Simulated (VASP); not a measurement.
# Pd (P6_3/mmc) in VASP: density of states with PBE

Aim: the density of states of Pd with PBE.

All numbers are computed with VASP 6.6.1; they aren't measurements. Logs are shortened: lines on timing, memory, paths and dates and some standing lists are left out, and cuts for length are marked.

### Step 1. The cell of the first run

The structure is hexagonal, space group P6_3/mmc (No. 194). The conventional cell has a = 2.777 Å, b = 2.777 Å, c = 4.621 Å, α = 90.00°, β = 90.00°, γ = 120.00°. Pd (site symmetry -6m2) has 12 Pd at 2.78 to 2.81 Å within 3.7 Å.

### Step 2. Density of states, PBE, collinear spin, ferromagnetic start

POSCAR reads:

```
Pd
1.0
    2.7766833193      0.0000000000      0.0000000000
   -1.3883416596      2.4046782928      0.0000000000
    0.0000000000      0.0000000000      4.6208660009
Pd
2
Direct
    0.6666666667      0.3333333333      0.7500000000
    0.3333333333      0.6666666667      0.2500000000
```

INCAR.step1 reads:

```
SYSTEM = Pd
  PREC = Accurate
  ENCUT = 520
  EDIFF = 1E-6
  ISMEAR = 0
  SIGMA = 0.1
  LREAL = .FALSE.
  LASPH = .TRUE.
  NELM = 150
  ALGO = Normal
  ISIF = 2
  LWAVE = .FALSE.
  LCHARG = .TRUE.
  ISPIN = 2
  MAGMOM = 0.41 0.41
  LMAXMIX = 4
  GGA = PE
  NBANDS = 21
```

KPOINTS.step1 reads:

```
regular mesh
0
G
  18 18 10
  0 0 0
```

INCAR.step2 reads:

```
SYSTEM = Pd
  PREC = Accurate
  ENCUT = 520
  EDIFF = 1E-6
  ISMEAR = -5
  SIGMA = 0.1
  LREAL = .FALSE.
  LASPH = .TRUE.
  NELM = 150
  ALGO = Normal
  ISIF = 2
  LWAVE = .FALSE.
  LCHARG = .FALSE.
  ISPIN = 2
  MAGMOM = 0.41 0.41
  LORBIT = 11
  LMAXMIX = 4
  GGA = PE
  NBANDS = 21
  NEDOS = 1001
  ICHARG = 11
```

KPOINTS.step2 reads:

```
regular mesh
0
G
  27 27 15
  0 0 0
```

Potentials or basis: VASP PAW PBE potentials, release 64 (Pd).

Launch:

```bash
$ cat potpaw_PBE.64/Pd/POTCAR > POTCAR
$ cp INCAR.step1 INCAR
$ cp KPOINTS.step1 KPOINTS
$ mpirun -np 1 vasp_std > vasp.out
$ cp INCAR.step2 INCAR
$ cp KPOINTS.step2 KPOINTS
$ mpirun -np 1 vasp_std > vasp.out
```

OUTCAR:

```text
SYSTEM = Pd
   PREC = Accurate
   ENCUT = 520
   EDIFF = 1E-6
   ISMEAR = -5
   LREAL = .FALSE.
   LASPH = .TRUE.
   NELM = 150
   ISIF = 2
   ISPIN = 2
   LORBIT = 11
   GGA = PE
   ICHARG = 11

 ion  position               nearest neighbor table
   1  0.667  0.333  0.750-   2 2.81   2 2.81   2 2.81   2 2.81   2 2.81   2 2.81
   2  0.333  0.667  0.250-   1 2.81   1 2.81   1 2.81   1 2.81   1 2.81   1 2.81

  LATTYP: Found a hexagonal cell.
 ALAT       =     2.7766833193
 C/A-ratio  =     1.6641674507

  Lattice vectors:

 A1 = (   2.7766833193,   0.0000000000,   0.0000000000)
 A2 = (  -1.3883416596,   2.4046782928,   0.0000000000)
 A3 = (   0.0000000000,   0.0000000000,   4.6208660009)

Analysis of symmetry for initial positions (statically):
=====================================================================
 Subroutine PRICEL returns:
 Original cell was already a primitive cell.

 Routine SETGRP: Setting up the symmetry group for a
 hexagonal supercell.

 Subroutine GETGRP returns: Found 24 space group operations
 (whereof 12 operations were pure point group operations)
 out of a pool of 24 trial point group operations.

The static configuration has the point symmetry D_3d.
 The point group associated with its full space group is D_6h.

Analysis of symmetry for dynamics (positions and initial velocities):
=====================================================================
 Subroutine PRICEL returns:
 Original cell was already a primitive cell.

 Routine SETGRP: Setting up the symmetry group for a
 hexagonal supercell.

 Subroutine GETGRP returns: Found 24 space group operations
 (whereof 12 operations were pure point group operations)
 out of a pool of 24 trial point group operations.

The dynamic configuration has the point symmetry D_3d.
 The point group associated with its full space group is D_6h.

Analysis of structural, dynamic, and magnetic symmetry:
=====================================================================
 Subroutine PRICEL returns:
 Original cell was already a primitive cell.

 Routine SETGRP: Setting up the symmetry group for a
 hexagonal supercell.

 Subroutine GETGRP returns: Found 24 space group operations
 (whereof 12 operations were pure point group operations)
 out of a pool of 24 trial point group operations.

The overall configuration has the point symmetry D_3d.
 The point group associated with its full space group is D_6h.

 Subroutine INISYM returns: Found 24 space group operations
 (whereof 12 operations are pure point group operations),
 and found     1 'primitive' translations

----------------------------------------------------------------------------------------

                                     Primitive cell

  volume of cell :      30.8537

  direct lattice vectors                    reciprocal lattice vectors
     2.776683319  0.000000000  0.000000000     0.360141898  0.207928022  0.000000000
    -1.388341660  2.404678293  0.000000000     0.000000000  0.415856043  0.000000000
     0.000000000  0.000000000  4.620866001     0.000000000  0.000000000  0.216409651

  length of vectors
     2.776683319  2.776683319  4.620866001     0.415856043  0.415856043  0.216409651

  position of ions in fractional coordinates (direct lattice)
     0.666666667  0.333333333  0.750000000
     0.333333333  0.666666667  0.250000000

  ion indices of the primitive-cell ions
   primitive index   ion index
                 1           1
                 2           2

----------------------------------------------------------------------------------------

 KPOINTS: regular mesh

Automatic generation of k-mesh.
 Grid dimensions read from file:
 generate k-points for:   27   27   15

 Generating k-lattice:

  Cartesian coordinates                     Fractional coordinates (reciprocal lattice)
     0.013338589  0.007701038  0.000000000     0.037037037  0.000000000  0.000000000
     0.000000000  0.015402076  0.000000000     0.000000000  0.037037037  0.000000000
     0.000000000  0.000000000  0.014427310     0.000000000  0.000000000  0.066666667

  Length of vectors
     0.015402076  0.015402076  0.014427310

  Shift w.r.t. Gamma in fractional coordinates (k-lattice)
     0.000000000  0.000000000  0.000000000

 TETIRR: Found  10722 inequivalent tetrahedra from    65610

 Subroutine IBZKPT returns following result:
 ===========================================

 Found    600 irreducible k-points:

 Following reciprocal coordinates:
            Coordinates               Weight
  0.000000  0.000000  0.000000      1.000000
  0.037037  0.000000  0.000000      6.000000
  0.074074  0.000000  0.000000      6.000000
  0.111111  0.000000  0.000000      6.000000
  0.148148  0.000000  0.000000      6.000000
  0.185185  0.000000  0.000000      6.000000
[... 16 lines left out ...]
  0.333333  0.037037  0.000000     12.000000
  0.370370  0.037037  0.000000     12.000000
 [... further k-points ...]
   k-points           NKPTS =    600   k-points in BZ     NKDIM =    600   number of bands    NBANDS=     21
   number of dos      NEDOS =   1001   number of ions     NIONS =      2
   total plane-waves  NPLWV =  20736
   dimension x,y,z NGX =    24 NGY =   24 NGZ =   36
   dimension x,y,z NGXF=    48 NGYF=   48 NGZF=   72
   ions per type =               2
   NGX,Y,Z   is equivalent  to a cutoff of  14.37, 14.37, 12.95 a.u.
   NGXF,Y,Z  is equivalent  to a cutoff of  28.74, 28.74, 25.90 a.u.
 SYSTEM =  Pd
   PREC   = accura    normal or accurate (medium, high low for compatibility)
   ISTART =      0    job   : 0-new  1-cont  2-samecut
   ICHARG =     11    charge: 1-file 2-atom 10-const
   ISPIN  =      2    spin polarized calculation?
   LNONCOLLINEAR =      F non collinear calculations
   LSORBIT =      F    spin-orbit coupling
   LASPH  =      T    aspherical Exc in radial PAW
   ENCUT  =  520.0 eV  38.22 Ry    6.18 a.u.   5.16  5.16  8.59*2*pi/ulx,y,z
   NELM   =    150;   NELMIN=  2; NELMDL=  0     # of ELM steps
   EDIFF  = 0.1E-05   stopping-criterion for ELM
   LREAL  =      F    real-space projection
   EDIFFG = 0.1E-04   stopping-criterion for IOM
   NSW    =      0    number of steps for IOM
   IBRION =     -1    ionic relax: 0-MD 1-quasi-New 2-CG
   NFREE  =      0    steps in history (QN), initial steepest desc. (CG)
   ISIF   =      2    stress and relaxation
   ISYM   =      2    0-nonsym 1-usesym 2-fastsym
   POTIM  = 0.5000    time-step for ionic-motion
   TEBEG  =    0.0;   TEEND  =   0.0 temperature during run
   PSTRESS=    0.0 pullay stress
   NELECT =      20.0000    total number of electrons
   NUPDOWN=      -1.0000    fix difference up-down
   EMIN   =  10.00;   EMAX   =-10.00  energy-range for DOS
   EFERMI =   0.00;   METHOD = LEGACY
   ISMEAR =    -5;   SIGMA  =   0.10  broadening in eV -4-tet -1-fermi 0-gaus
   EFERMI_NEDOS =   21; number of points for ismear=-14 and -15
   IALGO  =     38    algorithm
   IMIX   =      4    mixing-type and parameters
     AMIX     =   0.40;   BMIX     =  1.00
     AMIX_MAG =   1.60;   BMIX_MAG =  1.00
  volume/ion in A,a.u.               =      15.43       104.11
  Fermi-wavevector in a.u.,A,eV,Ry     =   1.416824  2.677409 27.312205  2.007390
  Thomas-Fermi vector in A             =   2.538118
   LORBIT       =     11    0 simple, 1 ext, 2 COOP (PROOUT), +10 PAW based schemes
   GGA     = PE    functional components
   LHFCALC =     F    Hartree Fock is set to
   AEXX    =    0.0000 exact exchange contribution
   IVDW    =     0    specifies the selected vdW correction
   LEPSILON=     F    determine dielectric tensor
   LRPA    =     F    only Hartree local field effects (RPA)
 spin polarized calculation
 Fermi weights with tetrahedron method with Bloechl corrections
  energy-cutoff  :      520.00
  volume of cell :       30.85
 maximum number of plane-waves:       845
 NGX is ok and might be reduce to    24

 number of electron      20.0000006 magnetization       0.7253632

 Free energy of the ion-electron system (eV)
  ---------------------------------------------------
  ext. energy  EPLUGINS =         0.00000000
  ---------------------------------------------------
  free energy    TOTEN  =       -10.37696036 eV

  energy without entropy =      -10.37696036  energy(sigma->0) =      -10.37696036

 E-fermi :   9.0636     XC(G=0): -12.9036

 val. band max:        9.0903327609   @ k =   0.4444   0.0370   0.4000
 cond. band min:       8.9080755123   @ k =   0.0000   0.0000   0.2000
 fundamental gap:     -0.1822572487
 Fermi energy:         9.0636450750

 spin component 1

 k-point     1 :       0.0000    0.0000    0.0000
  band No.  band energies     occupation
      1       2.2378      1.00000
      2       3.9881      1.00000
      3       6.1663      1.00000
      4       6.3698      1.00000
      5       6.3698      1.00000
      6       6.6957      1.00000
[... 13 lines left out ...]
     20      33.2530      0.00000
     21      33.4715      0.00000
[... 529 lines left out ...]
 k-point    24 :       0.3704    0.0370    0.0000
  band No.  band energies     occupation
      1       4.2536      1.00000
      2       4.5468      1.00000
      3       4.8120      1.00000
      4       6.4473      1.00000
      5       6.6917      1.00000
      6       6.7224      1.00000
[... 13 lines left out ...]
     20      30.4488      0.00000
     21      35.0325      0.00000

 [... further k-points ...]

 spin component 2

 k-point     1 :       0.0000    0.0000    0.0000
  band No.  band energies     occupation
      1       2.2555      1.00000
      2       4.1739      1.00000
      3       6.4518      1.00000
      4       6.6375      1.00000
      5       6.6375      1.00000
      6       6.9713      1.00000
[... 13 lines left out ...]
     20      33.2300      0.00000
     21      33.5273      0.00000
[... 529 lines left out ...]
 k-point    24 :       0.3704    0.0370    0.0000
  band No.  band energies     occupation
      1       4.4596      1.00000
      2       4.7140      1.00000
      3       4.9873      1.00000
      4       6.6729      1.00000
      5       6.9072      1.00000
      6       6.9329      1.00000
[... 13 lines left out ...]
     20      30.5131      0.00000
     21      35.0588      0.00000

 [... further k-points ...]

------------------------ aborting loop because EDIFF is reached ----------------------------------------

  FORCE on cell =-STRESS in cart. coord.  units (eV):
  Direction    XX          YY          ZZ          XY          YZ          ZX
  --------------------------------------------------------------------------------------
  -------------------------------------------------------------------------------------
  Total       -0.0297698     -0.0297698     -0.0619692     -0.0000000      0.0000000      0.0000000
  in kB       -1.5458947     -1.5458947     -3.2179544     -0.0000000      0.0000000      0.0000000
  external PRESSURE =      -2.1032479 kB  Pullay stress =       0.0000000 kB

 VOLUME and BASIS-vectors are now :
 -----------------------------------------------------------------------------
  energy-cutoff  :      520.00
  volume of cell :       30.85
      direct lattice vectors                 reciprocal lattice vectors
     2.776683319  0.000000000  0.000000000     0.360141898  0.207928022  0.000000000
    -1.388341660  2.404678293  0.000000000     0.000000000  0.415856043  0.000000000
     0.000000000  0.000000000  4.620866001     0.000000000  0.000000000  0.216409651

 POSITION                                       TOTAL-FORCE (eV/Angst)
 -----------------------------------------------------------------------------------
      1.38834      0.80156      3.46565        -0.000000      0.000000     -0.000000
     -0.00000      1.60312      1.15522         0.000000     -0.000000      0.000000
 -----------------------------------------------------------------------------------
    total drift:                                0.000000     -0.000000      0.000000

  FREE ENERGIE OF THE ION-ELECTRON SYSTEM (eV)
  ---------------------------------------------------
  free  energy   TOTEN  =       -10.3769603568 eV

  energy  without entropy=      -10.3769603568  energy(sigma->0) =      -10.37696036

 total charge

# of ion       s       p       d       tot
------------------------------------------
    1        0.465   0.431   8.458   9.354
    2        0.465   0.431   8.458   9.354
--------------------------------------------------
tot          0.930   0.861  16.917  18.708

 magnetization (x)

# of ion       s       p       d       tot
------------------------------------------
    1       -0.002  -0.008   0.408   0.397
    2       -0.002  -0.008   0.408   0.397
--------------------------------------------------
tot         -0.004  -0.017   0.816   0.795
```

Wall time 9.4 min (1 thread of Intel Xeon Platinum 8259CL at 2.50GHz (Skylake/Cascade Lake), shared host); peak memory 0.63 GiB.

Results:

- Net moment: 0.73 μB per cell
- Site moments: Pd +0.40 μB
- Valence electrons inside the program's atomic spheres: Pd 9.35

Caveat: tetrahedron occupations give inexact forces and stress in metals.
